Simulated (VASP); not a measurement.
# Ag (Fm-3m) in VASP: further runs

Runs on Ag. Level: LDA. Tasks: single point.

All numbers are computed with VASP 6.6.1; they aren't measurements. Logs are shortened: lines on timing, memory, paths and dates and some standing lists are left out, and cuts for length are marked.

**1. The cell of the first run**

Symmetry: Fm-3m, No. 225, cubic system. The conventional cell has a = 4.085 Å, b = 4.085 Å, c = 4.085 Å, α = 90.00°, β = 90.00°, γ = 90.00°. Ag (site symmetry m-3m) has 12 Ag at 2.89 Å within 3.8 Å.

**2. Single point, LDA**

File INCAR:

```
SYSTEM = Ag
  PREC = Accurate
  ENCUT = 500
  EDIFF = 1E-6
  ISMEAR = 1
  SIGMA = 0.1
  LREAL = .False.
  LASPH = .True.
  NELM = 120
  ALGO = Normal
  ISIF = 2
  LWAVE = .False.
  LCHARG = .False.
  NBANDS = 12
  GGA_COMPAT = .False.
```

File KPOINTS:

```
regular mesh
0
Gamma
  13 13 13
  0 0 0
```

File POSCAR:

```
Ag
1.0
    0.0000000000      2.0427500000      2.0427500000
    2.0427500000      0.0000000000      2.0427500000
    2.0427500000      2.0427500000      0.0000000000
Ag
1
Direct
    0.0000000000      0.0000000000      0.0000000000
```

Potentials or basis: VASP PAW LDA potentials, release 64 (Ag).

Launch:

```sh
cat potpaw_LDA.64/Ag/POTCAR > POTCAR
mpirun -np 1 vasp_std > vasp.out
```

OUTCAR:

```text
SYSTEM = Ag
   PREC = Accurate
   ENCUT = 500
   EDIFF = 1E-6
   ISMEAR = 1
   LREAL = .False.
   LASPH = .True.
   NELM = 120
   ISIF = 2

 ion  position               nearest neighbor table
   1  0.000  0.000  0.000-

  LATTYP: Found a face centered cubic cell.
 ALAT       =     4.0855000000

  Lattice vectors:

 A1 = (   0.0000000000,   2.0427500000,   2.0427500000)
 A2 = (   2.0427500000,   0.0000000000,   2.0427500000)
 A3 = (   2.0427500000,   2.0427500000,   0.0000000000)

Analysis of symmetry for initial positions (statically):
=====================================================================
 Subroutine PRICEL returns:
 Original cell was already a primitive cell.

 Routine SETGRP: Setting up the symmetry group for a
 face centered cubic supercell.

 Subroutine GETGRP returns: Found 48 space group operations
 (whereof 48 operations were pure point group operations)
 out of a pool of 48 trial point group operations.

The static configuration has the point symmetry O_h .

Analysis of symmetry for dynamics (positions and initial velocities):
=====================================================================
 Subroutine PRICEL returns:
 Original cell was already a primitive cell.

 Routine SETGRP: Setting up the symmetry group for a
 face centered cubic supercell.

 Subroutine GETGRP returns: Found 48 space group operations
 (whereof 48 operations were pure point group operations)
 out of a pool of 48 trial point group operations.

The dynamic configuration has the point symmetry O_h .

 Subroutine INISYM returns: Found 48 space group operations
 (whereof 48 operations are pure point group operations),
 and found     1 'primitive' translations

----------------------------------------------------------------------------------------

                                     Primitive cell

  volume of cell :      17.0481

  direct lattice vectors                    reciprocal lattice vectors
     0.000000000  2.042750000  2.042750000    -0.244768082  0.244768082  0.244768082
     2.042750000  0.000000000  2.042750000     0.244768082 -0.244768082  0.244768082
     2.042750000  2.042750000  0.000000000     0.244768082  0.244768082 -0.244768082

  length of vectors
     2.888884755  2.888884755  2.888884755     0.423950755  0.423950755  0.423950755

  position of ions in fractional coordinates (direct lattice)
     0.000000000  0.000000000  0.000000000

  ion indices of the primitive-cell ions
   primitive index   ion index
                 1           1

----------------------------------------------------------------------------------------

 KPOINTS: regular mesh

Automatic generation of k-mesh.
 Grid dimensions read from file:
 generate k-points for:   13   13   13

 Generating k-lattice:

  Cartesian coordinates                     Fractional coordinates (reciprocal lattice)
    -0.018828314  0.018828314  0.018828314     0.076923077  0.000000000  0.000000000
     0.018828314 -0.018828314  0.018828314     0.000000000  0.076923077  0.000000000
     0.018828314  0.018828314 -0.018828314     0.000000000  0.000000000  0.076923077

  Length of vectors
     0.032611597  0.032611597  0.032611597

  Shift w.r.t. Gamma in fractional coordinates (k-lattice)
     0.000000000  0.000000000  0.000000000

 Subroutine IBZKPT returns following result:
 ===========================================

 Found     84 irreducible k-points:

 Following reciprocal coordinates:
            Coordinates               Weight
  0.000000  0.000000  0.000000      1.000000
  0.076923  0.000000  0.000000      8.000000
  0.153846  0.000000  0.000000      8.000000
  0.230769  0.000000  0.000000      8.000000
  0.307692  0.000000  0.000000      8.000000
  0.384615  0.000000  0.000000      8.000000
[... 16 lines left out ...]
  0.384615  0.153846  0.000000     24.000000
  0.461538  0.153846  0.000000     24.000000
 [... further k-points ...]
   k-points           NKPTS =     84   k-points in BZ     NKDIM =     84   number of bands    NBANDS=     12
   number of dos      NEDOS =    301   number of ions     NIONS =      1
   total plane-waves  NPLWV =  13824
   dimension x,y,z NGX =    24 NGY =   24 NGZ =   24
   dimension x,y,z NGXF=    48 NGYF=   48 NGZF=   48
   ions per type =               1
   NGX,Y,Z   is equivalent  to a cutoff of  13.81, 13.81, 13.81 a.u.
   NGXF,Y,Z  is equivalent  to a cutoff of  27.62, 27.62, 27.62 a.u.
 SYSTEM =  Ag
   PREC   = accura    normal or accurate (medium, high low for compatibility)
   ISTART =      0    job   : 0-new  1-cont  2-samecut
   ICHARG =      2    charge: 1-file 2-atom 10-const
   ISPIN  =      1    spin polarized calculation?
   LNONCOLLINEAR =      F non collinear calculations
   LSORBIT =      F    spin-orbit coupling
   LASPH  =      T    aspherical Exc in radial PAW
   ENCUT  =  500.0 eV  36.75 Ry    6.06 a.u.   5.27  5.27  5.27*2*pi/ulx,y,z
   NELM   =    120;   NELMIN=  2; NELMDL= -5     # of ELM steps
   EDIFF  = 0.1E-05   stopping-criterion for ELM
   LREAL  =      F    real-space projection
   EDIFFG = 0.1E-04   stopping-criterion for IOM
   NSW    =      0    number of steps for IOM
   IBRION =     -1    ionic relax: 0-MD 1-quasi-New 2-CG
   NFREE  =      0    steps in history (QN), initial steepest desc. (CG)
   ISIF   =      2    stress and relaxation
   ISYM   =      2    0-nonsym 1-usesym 2-fastsym
   POTIM  = 0.5000    time-step for ionic-motion
   TEBEG  =    0.0;   TEEND  =   0.0 temperature during run
   PSTRESS=    0.0 pullay stress
   NELECT =      11.0000    total number of electrons
   NUPDOWN=      -1.0000    fix difference up-down
   EMIN   =  10.00;   EMAX   =-10.00  energy-range for DOS
   EFERMI =   0.00;   METHOD = LEGACY
   ISMEAR =     1;   SIGMA  =   0.10  broadening in eV -4-tet -1-fermi 0-gaus
   EFERMI_NEDOS =   21; number of points for ismear=-14 and -15
   IALGO  =     38    algorithm
   IMIX   =      4    mixing-type and parameters
     AMIX     =   0.40;   BMIX     =  1.00
     AMIX_MAG =   1.60;   BMIX_MAG =  1.00
  volume/ion in A,a.u.               =      17.05       115.05
  Fermi-wavevector in a.u.,A,eV,Ry     =   1.414644  2.673290 27.228221  2.001218
  Thomas-Fermi vector in A             =   2.536165
   LORBIT       =      0    0 simple, 1 ext, 2 COOP (PROOUT), +10 PAW based schemes
   GGA     = CA    functional components
   LHFCALC =     F    Hartree Fock is set to
   AEXX    =    0.0000 exact exchange contribution
   IVDW    =     0    specifies the selected vdW correction
   LEPSILON=     F    determine dielectric tensor
   LRPA    =     F    only Hartree local field effects (RPA)
 non-spin polarized calculation
 Methfessel and Paxton  Order N= 1 SIGMA  =   0.10
  energy-cutoff  :      500.00
  volume of cell :       17.05
 maximum number of plane-waves:       444
 NGX is ok and might be reduce to    24
   NGX = 11   NGY = 11   NGZ = 11

 number of electron      10.9999999 magnetization

 Free energy of the ion-electron system (eV)
  ---------------------------------------------------
  ext. energy  EPLUGINS =         0.00000000
  ---------------------------------------------------
  free energy    TOTEN  =        -3.75711929 eV

  energy without entropy =       -3.75686003  energy(sigma->0) =       -3.75703287

 E-fermi :   8.3522     XC(G=0): -12.5854

 val. band max:        8.3430954892   @ k =   0.4615   0.3077   0.0000
 cond. band min:       8.3653277399   @ k =  -0.3077   0.2308   0.0000
 fundamental gap:      0.0222322507
 Fermi energy:         8.3521880713

 k-point     1 :       0.0000    0.0000    0.0000
  band No.  band energies     occupation
      1       0.3194      2.00000
      2       3.3674      2.00000
      3       3.3674      2.00000
      4       3.3674      2.00000
      5       4.4214      2.00000
      6       4.4214      2.00000
      7      24.1706      0.00000
      8      27.6722      0.00000
      9      27.6722      0.00000
     10      27.6722      0.00000
     11      32.6934      0.00000
     12      33.6681      0.00000

 k-point     2 :       0.0769    0.0000    0.0000
  band No.  band energies     occupation
      1       0.5035      2.00000
      2       3.3256      2.00000
      3       3.4182      2.00000
      4       3.4182      2.00000
      5       4.4026      2.00000
      6       4.4026      2.00000
      7      24.1818      0.00000
      8      26.2849      0.00000
      9      27.7478      0.00000
     10      27.7478      0.00000
     11      32.4084      0.00000
     12      33.4212      0.00000

 k-point     3 :       0.1538    0.0000    0.0000
  band No.  band energies     occupation
      1       1.0118      2.00000
      2       3.2606      2.00000
      3       3.5290      2.00000
      4       3.5290      2.00000
      5       4.3878      2.00000
      6       4.3878      2.00000
      7      22.8576      0.00000
      8      25.0979      0.00000
      9      27.8838      0.00000
     10      27.8838      0.00000
     11      31.1795      0.00000
     12      32.5953      0.00000

 k-point     4 :       0.2308    0.0000    0.0000
  band No.  band energies     occupation
      1       1.6141      2.00000
      2       3.4386      2.00000
      3       3.5793      2.00000
      4       3.5793      2.00000
      5       4.4924      2.00000
      6       4.4924      2.00000
      7      20.0026      0.00000
      8      24.8858      0.00000
      9      27.7967      0.00000
     10      27.7967      0.00000
     11      30.8838      0.00000
     12      31.5889      0.00000

 k-point     5 :       0.3077    0.0000    0.0000
  band No.  band energies     occupation
      1       1.8559      2.00000
      2       3.5159      2.00000
      3       3.5159      2.00000
      4       4.3401      2.00000
      5       4.7475      2.00000
      6       4.7475      2.00000
      7      17.0387      0.00000
      8      24.3574      0.00000
      9      27.2191      0.00000
     10      27.2191      0.00000
     11      31.0665      0.00000
     12      31.0665      0.00000
[... 228 lines left out ...]
      1       1.7558      2.00000
      2       2.8680      2.00000
      3       3.7544      2.00000
      4       3.8725      2.00000
      5       4.2662      2.00000
      6       4.6836      2.00000
      7      22.4399      0.00000
      8      24.4733      0.00000
      9      24.7563      0.00000
     10      26.3663      0.00000
     11      29.1996      0.00000
     12      33.5918      0.00000

 k-point    22 :       0.3077    0.1538    0.0000
  band No.  band energies     occupation
      1       2.1752      2.00000
      2       2.9467      2.00000
      3       3.5725      2.00000
      4       3.9075      2.00000
      5       4.8838      2.00000
      6       4.9730      2.00000
      7      19.4370      0.00000
      8      23.8095      0.00000
      9      24.2949      0.00000
     10      26.0675      0.00000
     11      29.9160      0.00000
     12      33.3990      0.00000

 k-point    23 :       0.3846    0.1538    0.0000
  band No.  band energies     occupation
      1       2.1920      2.00000
      2       3.2547      2.00000
      3       3.5532      2.00000
      4       3.8382      2.00000
      5       5.1167      2.00000
      6       6.1653      2.00000
      7      16.4865      0.00000
      8      23.4110      0.00000
      9      23.4485      0.00000
     10      25.2622      0.00000
     11      32.1201      0.00000
     12      33.2410      0.00000

 k-point    24 :       0.4615    0.1538    0.0000
  band No.  band energies     occupation
      1       2.1262      2.00000
      2       3.1743      2.00000
      3       3.7440      2.00000
      4       3.9694      2.00000
      5       5.2492      2.00000
      6       7.7782      2.00000
      7      13.7876      0.00000
      8      22.4216      0.00000
      9      23.4960      0.00000
     10      24.6876      0.00000
     11      32.9877      0.00000
     12      33.0610      0.00000

 [... further k-points ...]
[... 5 lines left out ...]
  --------------------------------------------------------------------------------------
  -------------------------------------------------------------------------------------
  Total       -0.7834602     -0.7834602     -0.7834602     -0.0000000     -0.0000000      0.0000000
  in kB      -73.6295003    -73.6295003    -73.6295003     -0.0000000     -0.0000000      0.0000000
  external PRESSURE =     -73.6295003 kB  Pullay stress =       0.0000000 kB

 VOLUME and BASIS-vectors are now :
 -----------------------------------------------------------------------------
  energy-cutoff  :      500.00
  volume of cell :       17.05
      direct lattice vectors                 reciprocal lattice vectors
     0.000000000  2.042750000  2.042750000    -0.244768082  0.244768082  0.244768082
     2.042750000  0.000000000  2.042750000     0.244768082 -0.244768082  0.244768082
     2.042750000  2.042750000  0.000000000     0.244768082  0.244768082 -0.244768082

 POSITION                                       TOTAL-FORCE (eV/Angst)
 -----------------------------------------------------------------------------------
      0.00000      0.00000      0.00000        -0.000000     -0.000000      0.000000
 -----------------------------------------------------------------------------------
    total drift:                               -0.000000      0.000000     -0.000000

  FREE ENERGIE OF THE ION-ELECTRON SYSTEM (eV)
  ---------------------------------------------------
  free  energy   TOTEN  =        -3.7571192912 eV

  energy  without entropy=       -3.7568600340  energy(sigma->0) =       -3.75703287
```

Run time: 4.3 s. Hardware: 1 thread of Intel Xeon 6975P-C (Granite Rapids), shared host; peak memory 0.13 GiB.

What came out:

```yaml
Free_energy: -3.7571 eV
Pressure: -7.4 GPa
```

**3. Single point, LDA**

File INCAR:

```
PREC     = Accurate       # precision mode
ENCUT    = 500            # plane-wave cutoff, eV
EDIFF    = 1E-6           # SCF threshold, eV
ISMEAR   = 1              # smearing method
SIGMA    = 0.1            # smearing width, eV
LREAL    = F              # projectors in reciprocal space
LASPH    = T              # aspherical terms in the spheres
NELM     = 120            # most SCF steps
ALGO     = Normal         # electronic algorithm
ISIF     = 2              # what is computed and relaxed
LWAVE    = F              # write WAVECAR
LCHARG   = T              # write CHGCAR
LELF     = T              # ELF
LVHAR    = T            
NBANDS   = 12             # bands
GGA_COMPAT= F
```

File KPOINTS:

```
Automatic mesh
0
Gamma
  13 13 13
```

POSCAR is that of step 2.

Potentials or basis: VASP PAW LDA potentials, release 64 (Ag).

Launch:

```sh
cat potpaw_LDA.64/Ag/POTCAR > POTCAR
mpirun -np 1 vasp_std > vasp.out
```

Run time: 4.5 s. Hardware: 1 thread of Intel Xeon 6975P-C (Granite Rapids), shared host; peak memory 0.13 GiB.

It converged, with:

```yaml
Free_energy: -3.7571 eV
Pressure: -7.4 GPa
```

Levels at points of the mesh, in eV from the Fermi level:
```tsv
k point	band 2	band 3	band 4	band 5	band 6	band 7	band 8	band 9	band 10	band 11
(0.00, 0.00, 0.00)	-4.98	-4.98	-4.98	-3.93	-3.93	15.82	19.32	19.32	19.32	24.34
```
